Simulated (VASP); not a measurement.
# Ta2C (P-3m1) in VASP: single point with LDA

Aim: the single point of Ta2C with LDA.

Program: VASP 6.6.1. These are calculated values, not measurements. Logs are shortened: lines on timing, memory, paths and dates and some standing lists are left out, and cuts for length are marked.

## 1. The cell of the first run

Symmetry: P-3m1, No. 164, trigonal system. The conventional cell has a = 3.098 Å, b = 3.098 Å, c = 4.920 Å, α = 90.00°, β = 90.00°, γ = 120.00°. Ta (site symmetry 3m) has 3 C at 2.18 Å within 2.9 Å. C (site symmetry -3m) has 6 Ta at 2.18 Å within 2.9 Å.

## 2. Single point, LDA (13.63 Å³/atom)

INCAR

```
ALGO = Normal ; EDIFF = 1E-6
ENCUT = 700 ; GGA_COMPAT = F
ISIF = 2 ; ISMEAR = -1
LASPH = T ; LCHARG = F
LREAL = F ; LWAVE = F
NBANDS = 22 ; NELM = 120
PREC = Accurate ; SIGMA = 0.15
```

KPOINTS

```
k-points
0
Gamma
  18 18 10
```

POSCAR

```
Ta2C
1.0
    3.0976538952      0.0000000000      0.0000000000
   -1.5488269476      2.6826469654      0.0000000000
    0.0000000000      0.0000000000      4.9200591353
Ta C
2 1
Direct
    0.3333333333      0.6666666667      0.2518969655
    0.6666666667      0.3333333333      0.7481030345
    0.0000000000      0.0000000000      0.0000000000
```

Potentials or basis: VASP PAW LDA potentials, release 64 (Ta_sv_GW, C).

Command:

```console
cat potpaw_LDA.64/Ta_sv_GW/POTCAR potpaw_LDA.64/C/POTCAR > POTCAR
mpirun -np 1 vasp_std > vasp.out
```

OUTCAR:

```text
EDIFF = 1E-6
   ENCUT = 700
   ISIF = 2
   ISMEAR = -1
   LASPH = T
   LREAL = F
   NELM = 120
   PREC = Accurate

 ion  position               nearest neighbor table
   1  0.333  0.667  0.252-   3 2.18   3 2.18   3 2.18   2 3.03   2 3.03   2 3.03   2 3.06   2 3.06
                             2 3.06
   2  0.667  0.333  0.748-   3 2.18   3 2.18   3 2.18   1 3.03   1 3.03   1 3.03   1 3.06   1 3.06
                             1 3.06
   3  0.000  0.000  0.000-   1 2.18   2 2.18   2 2.18   1 2.18   2 2.18   1 2.18

  LATTYP: Found a hexagonal cell.
 ALAT       =     3.0976538952
 C/A-ratio  =     1.5883179018

  Lattice vectors:

 A1 = (   3.0976538952,   0.0000000000,   0.0000000000)
 A2 = (  -1.5488269476,   2.6826469654,   0.0000000000)
 A3 = (   0.0000000000,   0.0000000000,   4.9200591353)

Analysis of symmetry for initial positions (statically):
=====================================================================
 Subroutine PRICEL returns:
 Original cell was already a primitive cell.

 Routine SETGRP: Setting up the symmetry group for a
 hexagonal supercell.

 Subroutine GETGRP returns: Found 12 space group operations
 (whereof 12 operations were pure point group operations)
 out of a pool of 24 trial point group operations.

The static configuration has the point symmetry D_3d.

Analysis of symmetry for dynamics (positions and initial velocities):
=====================================================================
 Subroutine PRICEL returns:
 Original cell was already a primitive cell.

 Routine SETGRP: Setting up the symmetry group for a
 hexagonal supercell.

 Subroutine GETGRP returns: Found 12 space group operations
 (whereof 12 operations were pure point group operations)
 out of a pool of 24 trial point group operations.

The dynamic configuration has the point symmetry D_3d.

 Subroutine INISYM returns: Found 12 space group operations
 (whereof 12 operations are pure point group operations),
 and found     1 'primitive' translations

----------------------------------------------------------------------------------------

                                     Primitive cell

  volume of cell :      40.8853

  direct lattice vectors                    reciprocal lattice vectors
     3.097653895  0.000000000  0.000000000     0.322824962  0.186383079  0.000000000
    -1.548826948  2.682646965  0.000000000     0.000000000  0.372766157  0.000000000
     0.000000000  0.000000000  4.920059135     0.000000000  0.000000000  0.203249590

  length of vectors
     3.097653895  3.097653895  4.920059135     0.372766157  0.372766157  0.203249590

  position of ions in fractional coordinates (direct lattice)
     0.333333333  0.666666667  0.251896966
     0.666666667  0.333333333  0.748103034
     0.000000000  0.000000000  0.000000000

  ion indices of the primitive-cell ions
   primitive index   ion index
                 1           1
                 2           2
                 3           3

----------------------------------------------------------------------------------------

 KPOINTS: k-points

Automatic generation of k-mesh.
 Grid dimensions read from file:
 generate k-points for:   18   18   10

 Generating k-lattice:

  Cartesian coordinates                     Fractional coordinates (reciprocal lattice)
     0.017934720  0.010354615  0.000000000     0.055555556 -0.000000000  0.000000000
     0.000000000  0.020709231  0.000000000     0.000000000  0.055555556  0.000000000
     0.000000000  0.000000000  0.020324959     0.000000000  0.000000000  0.100000000

  Length of vectors
     0.020709231  0.020709231  0.020324959

  Shift w.r.t. Gamma in fractional coordinates (k-lattice)
     0.000000000  0.000000000  0.000000000

 Subroutine IBZKPT returns following result:
 ===========================================

 Found    330 irreducible k-points:

 Following reciprocal coordinates:
            Coordinates               Weight
  0.000000  0.000000  0.000000      1.000000
  0.055556  0.000000  0.000000      6.000000
  0.111111  0.000000  0.000000      6.000000
  0.166667  0.000000  0.000000      6.000000
  0.222222  0.000000  0.000000      6.000000
  0.277778  0.000000  0.000000      6.000000
[... 16 lines left out ...]
  0.333333  0.111111  0.000000     12.000000
  0.388889  0.111111  0.000000     12.000000
 [... further k-points ...]
   k-points           NKPTS =    330   k-points in BZ     NKDIM =    330   number of bands    NBANDS=     22
   number of dos      NEDOS =    301   number of ions     NIONS =      3
   total plane-waves  NPLWV =  32928
   dimension x,y,z NGX =    28 NGY =   28 NGZ =   42
   dimension x,y,z NGXF=    56 NGYF=   56 NGZF=   84
   ions per type =               2   1
   NGX,Y,Z   is equivalent  to a cutoff of  15.03, 15.03, 14.19 a.u.
   NGXF,Y,Z  is equivalent  to a cutoff of  30.05, 30.05, 28.38 a.u.
 SYSTEM =  unknown system
   PREC   = accura    normal or accurate (medium, high low for compatibility)
   ISTART =      0    job   : 0-new  1-cont  2-samecut
   ICHARG =      2    charge: 1-file 2-atom 10-const
   ISPIN  =      1    spin polarized calculation?
   LNONCOLLINEAR =      F non collinear calculations
   LSORBIT =      F    spin-orbit coupling
   LASPH  =      T    aspherical Exc in radial PAW
   ENCUT  =  700.0 eV  51.45 Ry    7.17 a.u.   6.68  6.68 10.61*2*pi/ulx,y,z
   NELM   =    120;   NELMIN=  2; NELMDL= -5     # of ELM steps
   EDIFF  = 0.1E-05   stopping-criterion for ELM
   LREAL  =      F    real-space projection
[... 7 lines left out ...]
   TEBEG  =    0.0;   TEEND  =   0.0 temperature during run
   PSTRESS=    0.0 pullay stress
   NELECT =      30.0000    total number of electrons
   NUPDOWN=      -1.0000    fix difference up-down
   EMIN   =  10.00;   EMAX   =-10.00  energy-range for DOS
   EFERMI =   0.00;   METHOD = LEGACY
   ISMEAR =    -1;   SIGMA  =   0.15  broadening in eV -4-tet -1-fermi 0-gaus
   EFERMI_NEDOS =   21; number of points for ismear=-14 and -15
   IALGO  =     38    algorithm
   IMIX   =      4    mixing-type and parameters
     AMIX     =   0.40;   BMIX     =  1.00
     AMIX_MAG =   1.60;   BMIX_MAG =  1.00
  volume/ion in A,a.u.               =      13.63        91.97
  Fermi-wavevector in a.u.,A,eV,Ry     =   1.476589  2.790349 29.664993  2.180315
  Thomas-Fermi vector in A             =   2.591097
   LORBIT       =      0    0 simple, 1 ext, 2 COOP (PROOUT), +10 PAW based schemes
   GGA     = CA    functional components
   LHFCALC =     F    Hartree Fock is set to
   AEXX    =    0.0000 exact exchange contribution
   IVDW    =     0    specifies the selected vdW correction
   LEPSILON=     F    determine dielectric tensor
   LRPA    =     F    only Hartree local field effects (RPA)
 non-spin polarized calculation
  energy-cutoff  :      700.00
  volume of cell :       40.89
 maximum number of plane-waves:      1745
 NGX is ok and might be reduce to    28
   NGX = 13   NGY = 13   NGZ = 21

 number of electron      29.9999999 magnetization

 Free energy of the ion-electron system (eV)
  ---------------------------------------------------
  ext. energy  EPLUGINS =         0.00000000
  ---------------------------------------------------
  free energy    TOTEN  =       -42.70215157 eV

  energy without entropy =      -42.63172282  energy(sigma->0) =      -42.66693719

 E-fermi :  10.7535     XC(G=0): -13.4076

 val. band max:       10.7507663280   @ k =  -0.0556   0.1667   0.1000
 cond. band min:      10.7540919031   @ k =   0.0000   0.0000   0.0000
 fundamental gap:      0.0033255751
 Fermi energy:        10.7535277388

 k-point     1 :       0.0000    0.0000    0.0000
  band No.  band energies     occupation
      1     -56.6871      2.00000
      2     -56.6136      2.00000
      3     -23.8824      2.00000
      4     -23.1621      2.00000
      5     -23.1621      2.00000
      6     -23.0440      2.00000
[... 14 lines left out ...]
     21      13.6860      0.00000
     22      18.3641      0.00000

 k-point     2 :       0.0556    0.0000    0.0000
  band No.  band energies     occupation
      1     -56.6856      2.00000
      2     -56.6130      2.00000
      3     -23.8737      2.00000
      4     -23.1816      2.00000
      5     -23.1690      2.00000
      6     -23.0632      2.00000
[... 14 lines left out ...]
     21      14.0566      0.00000
     22      18.4673      0.00000

 k-point     3 :       0.1111    0.0000    0.0000
  band No.  band energies     occupation
      1     -56.6808      2.00000
      2     -56.6111      2.00000
      3     -23.8479      2.00000
      4     -23.2376      2.00000
      5     -23.1885      2.00000
      6     -23.1175      2.00000
[... 14 lines left out ...]
     21      14.8511      0.00000
     22      18.5184      0.00000

 k-point     4 :       0.1667    0.0000    0.0000
  band No.  band energies     occupation
      1     -56.6733      2.00000
      2     -56.6083      2.00000
      3     -23.8067      2.00000
      4     -23.3230      2.00000
      5     -23.2170      2.00000
      6     -23.1988      2.00000
[... 14 lines left out ...]
     21      15.7439      0.00000
     22      18.3114      0.00000

 k-point     5 :       0.2222    0.0000    0.0000
  band No.  band energies     occupation
      1     -56.6637      2.00000
      2     -56.6051      2.00000
      3     -23.7532      2.00000
      4     -23.4271      2.00000
      5     -23.2957      2.00000
      6     -23.2503      2.00000
[... 417 lines left out ...]
 k-point    22 :       0.2778    0.1111    0.0000
  band No.  band energies     occupation
      1     -56.6397      2.00000
      2     -56.5997      2.00000
      3     -23.6470      2.00000
      4     -23.5892      2.00000
      5     -23.5095      2.00000
      6     -23.3240      2.00000
[... 14 lines left out ...]
     21      17.2280      0.00000
     22      17.5334      0.00000

 k-point    23 :       0.3333    0.1111    0.0000
  band No.  band energies     occupation
      1     -56.6306      2.00000
      2     -56.5991      2.00000
      3     -23.7143      2.00000
      4     -23.5707      2.00000
      5     -23.5231      2.00000
      6     -23.3644      2.00000
[... 14 lines left out ...]
     21      16.9533      0.00000
     22      17.1973      0.00000

 k-point    24 :       0.3889    0.1111    0.0000
  band No.  band energies     occupation
      1     -56.6239      2.00000
      2     -56.5994      2.00000
      3     -23.7633      2.00000
      4     -23.5973      2.00000
      5     -23.4778      2.00000
      6     -23.3904      2.00000
[... 14 lines left out ...]
     21      16.4953      0.00000
     22      16.9482      0.00000

 [... further k-points ...]

------------------------ aborting loop because EDIFF is reached ----------------------------------------

  FORCE on cell =-STRESS in cart. coord.  units (eV):
  Direction    XX          YY          ZZ          XY          YZ          ZX
  --------------------------------------------------------------------------------------
  -------------------------------------------------------------------------------------
  Total       -1.1565460     -1.1565460     -1.1599276      0.0000000      0.0000000      0.0000000
  in kB      -45.3217578    -45.3217578    -45.4542724      0.0000000      0.0000000      0.0000000
  external PRESSURE =     -45.3659293 kB  Pullay stress =       0.0000000 kB

 VOLUME and BASIS-vectors are now :
 -----------------------------------------------------------------------------
  energy-cutoff  :      700.00
  volume of cell :       40.89
      direct lattice vectors                 reciprocal lattice vectors
     3.097653895  0.000000000  0.000000000     0.322824962  0.186383079  0.000000000
    -1.548826948  2.682646965  0.000000000     0.000000000  0.372766157  0.000000000
     0.000000000  0.000000000  4.920059135     0.000000000  0.000000000  0.203249590

 POSITION                                       TOTAL-FORCE (eV/Angst)
 -----------------------------------------------------------------------------------
     -0.00000      1.78843      1.23935         0.000000     -0.000000      0.047790
      1.54883      0.89422      3.68071        -0.000000      0.000000     -0.047790
      0.00000      0.00000      0.00000        -0.000000      0.000000      0.000000
 -----------------------------------------------------------------------------------
    total drift:                                0.000000     -0.000000     -0.000000

  FREE ENERGIE OF THE ION-ELECTRON SYSTEM (eV)
  ---------------------------------------------------
  free  energy   TOTEN  =       -42.7021515670 eV

  energy  without entropy=      -42.6317228216  energy(sigma->0) =      -42.66693719
```

It took 6.7 min on 1 thread of AMD EPYC 7R43 (Zen 3), shared host; peak memory 0.47 GiB.

What came out:

```
Free energy            : -42.7022 eV
Pressure               : -4.5 GPa
Largest force          : 0.048 eV/Å
Band gap on the k mesh : zero (bands 15 and 16 overlap by 0.80 eV)
```

Forces on the atoms (eV/Å):
```
Ta   0.000  0.000  0.048
Ta   0.000  0.000 -0.048
C    0.000  0.000  0.000
```

Caveat: the cell stands under tension; spin-orbit coupling is left out, which moves the levels of the heavy elements.
